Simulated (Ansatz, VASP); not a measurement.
## Two plane-wave programs on HgP

POSCAR

```
HgP
1.0
    0.0291154550      2.9115454995      2.9115454995
    2.9115454995      0.0291154550      2.9115454995
    2.9406609545      2.9406609545      0.0000000000
Hg P
1 1
Direct
    0.0000000000      0.0000000000      0.0000000000
    0.2500000000      0.2500000000      0.2500000000
```

INCAR.step1

```
SYSTEM = HgP
  PREC = Accurate
  ENCUT = 520
  ISMEAR = 0
  SIGMA = 0.05
  LREAL = .False.
  LASPH = .True.
  NELM = 60
  NBANDS = 16
  GGA = PE
  ALGO = Normal
  EDIFF = 1E-4
  LWAVE = .True.
  LCHARG = .False.
```

File INCAR.step2:

```
SYSTEM = HgP
  PREC = Accurate
  ENCUT = 520
  EDIFF = 1E-6
  ISMEAR = 0
  SIGMA = 0.05
  LREAL = .False.
  LASPH = .True.
  NELM = 60
  ALGO = Normal
  ISIF = 2
  LWAVE = .False.
  LCHARG = .True.
  METAGGA = R2SCAN
  LMIXTAU = .True.
  LELF = .True.
  LVHAR = .True.
  NBANDS = 16
  ISTART = 1
```

Contents of KPOINTS:

```
Automatic mesh
0
Gamma
  10 10 10
  0 0 0
```

Input for Ansatz:

```yaml
crystal:
  lattice:
    - [0.029115455, 2.9115454995, 2.9115454995]
    - [2.9115454995, 0.029115455, 2.9115454995]
    - [2.9406609545, 2.9406609545, 0.0]
  atoms:
    - { symbol: Hg, position: [0.0, 0.0, 0.0] }
    - { symbol: P, position: [0.25, 0.25, 0.25] }
basis:
  ecutwfc: 500
  ecutrho_ratio: 4
kpoints:
  mp_grid: { grid: [10, 10, 10] }
hamiltonian:
  xc: r2scan
scf:
  occupations: { method: gaussian, width: 0.05 }
output:
  forces: true
  stress: true
  eigenvalues: true
```

Change from the starting cell: strain e6 = +0.02, atoms carried along.

Alike in both runs: task single point; functional r2SCAN; k mesh 10 × 10 × 10; occupations gaussian, width 0.05 eV; no spin polarisation.

|  | VASP | Ansatz |
| --- | --- | --- |
| version | VASP 6.6.1 | Ansatz 0.2.0 |
| potentials or method | VASP PAW PBE potentials, release 64 (Hg, P), cutoff 520 eV | scalar-relativistic, plane waves, PAW |
| valence electrons in the cell | 17 | 25 |

|  | VASP | Ansatz | Ansatz less VASP |
| --- | --- | --- | --- |
| gap on the k mesh at the Fermi level (eV) | none | none | - |
| pressure (GPa) | 0.3 | 0.1 | -0.21 |
| traceless stress, the component that is largest in VASP (GPa) | -1.09 | -1.07 | +0.021 |
| rms of the force components (eV/Å) | 0.082 | 0.080 | -0.0022 |

VASP's potentials were made for PBE, not for r2SCAN. Atom by atom the forces differ by 0.002 eV/Å (rms over components). A gap of «none» marks a metal or a gap that the smearing closes. With one functional, cell and mesh, what is left measures potentials, basis and numerics. VASP's potentials hold 17 valence electrons a cell and Ansatz's 25, so a difference there can come from the potentials and not from the codes.

Neither program's run includes spin-orbit coupling.
